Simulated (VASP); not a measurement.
CsSrF3, 5 atoms in the cell. Symmetry: R-3m, No. 166, trigonal system. The conventional cell has a = 6.566 Å, b = 6.566 Å, c = 8.685 Å, α = 90.00°, β = 90.00°, γ = 120.00°. Cs (site symmetry -3m) has 12 F at 3.28 to 3.46 Å and 6 Sr at 4.06 Å within 4.3 Å. Within 3.2 Å of Sr (site symmetry -3m) lie 6 F at 2.38 Å. F (site symmetry 2/m) has 2 Sr at 2.38 Å within 3.2 Å.  This cell differs from its parent crystal: ratio of the length along [111] to the lengths across it x 1.08, volume and fractional coordinates fixed.

- Program: VASP 6.6.1
- Task: single point
- Functional: LDA
- Potentials or basis: VASP PAW LDA potentials, release 64 (Cs_sv, Sr_sv, F)
- Cutoff: 520 eV
- k mesh: 6 × 6 × 6
- Occupations: gaussian, width 0.05 eV
- Spin: no spin polarisation
- Dipole correction: no
- Further INCAR settings: ALGO = Normal; EDIFF = 1e-06; NBANDS = 28

Potentials or basis: VASP PAW LDA potentials, release 64 (Cs_sv, Sr_sv, F).

The run is started by

```sh
$ cat potpaw_LDA.64/Cs_sv/POTCAR potpaw_LDA.64/Sr_sv/POTCAR potpaw_LDA.64/F/POTCAR > POTCAR
$ mpirun -np 1 vasp_std > vasp.out
```

Hardware: 1 thread of Intel(R) Xeon(R) 6975P-C (Granite Rapids), on a shared host.

**Question.** How long does it take, and how much memory?

**Answer.** It took 45 s on 1 thread of Intel(R) Xeon(R) 6975P-C (Granite Rapids) (shared host), peak memory 0.23 GiB. Counts: scf iterations 14, k points 32.
